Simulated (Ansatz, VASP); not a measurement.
MoS in VASP and in Ansatz

```
CELL_PARAMETERS angstrom
3.00485 0.00000 0.00000
0.00000 3.00485 0.00000
0.00000 0.00000 3.00485
ATOMIC_POSITIONS crystal
Mo 0.00000 0.00000 0.00000
S 0.50000 0.50000 0.50000
```

Change from the starting cell: species swapped into the MnPd type (P4/mmm, No. 123).

Alike in both runs: functional PBE; k mesh 18 × 18 × 18; occupations gaussian, width 0.1 eV; no spin polarisation.

Ansatz relaxed the structure, and its values are those at the end. VASP's run is a single point on that final structure, the one shown.

```csv
,VASP,Ansatz
version,VASP 6.6.1,Ansatz 0.2.0
potentials or method,"VASP PAW PBE potentials, release 64 (Mo_sv, S), cutoff 520 eV","scalar-relativistic, plane waves, PAW"
valence electrons in the cell,20,20
```

Ansatz gave:

```
gap on the k mesh at the Fermi level (eV) : none
pressure (GPa)                            : 0.0
```

**Question.** Which values does VASP return?

**Answer.** gap on the k mesh at the Fermi level (eV): none; pressure (GPa): 0.2.

A gap of «none» marks a metal or a gap that the smearing closes.
